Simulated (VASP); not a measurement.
Mo, 1 atom in the cell. It takes space group Im-3m (No. 229, cubic). Conventional cell: a = 3.113 Å, b = 3.113 Å, c = 3.113 Å, α = 90.00°, β = 90.00°, γ = 90.00°. Mo (site symmetry m-3m) has 14 Mo at 2.70 to 3.11 Å within 3.6 Å. 

```yaml
Program: VASP 6.6.1
Task: single point
Functional: LDA
Potentials_or_basis: VASP PAW LDA potentials, release 64 (Mo_sv)
Cutoff: 520 eV
k_mesh: 14 × 14 × 14
Occupations: fermi-dirac, width 0.1 eV
Spin: no spin polarisation
Dipole_correction: no
Further_INCAR_settings: ALGO = Normal; EDIFF = 1e-07; NBANDS = 13
```

Potentials or basis: VASP PAW LDA potentials, release 64 (Mo_sv).

Launch:

```bash
$ cat potpaw_LDA.64/Mo_sv/POTCAR > POTCAR
$ mpirun -np 1 vasp_std > vasp.out
```

Hardware: 1 thread of Intel Xeon 8259CL, on a shared host.

Problem. Estimate the wall time of this run.

Solution. Wall time 22 s on 1 thread of Intel Xeon 8259CL, with other jobs on the host, peak memory 0.13 GiB. Counts: scf iterations 11, k points 104.
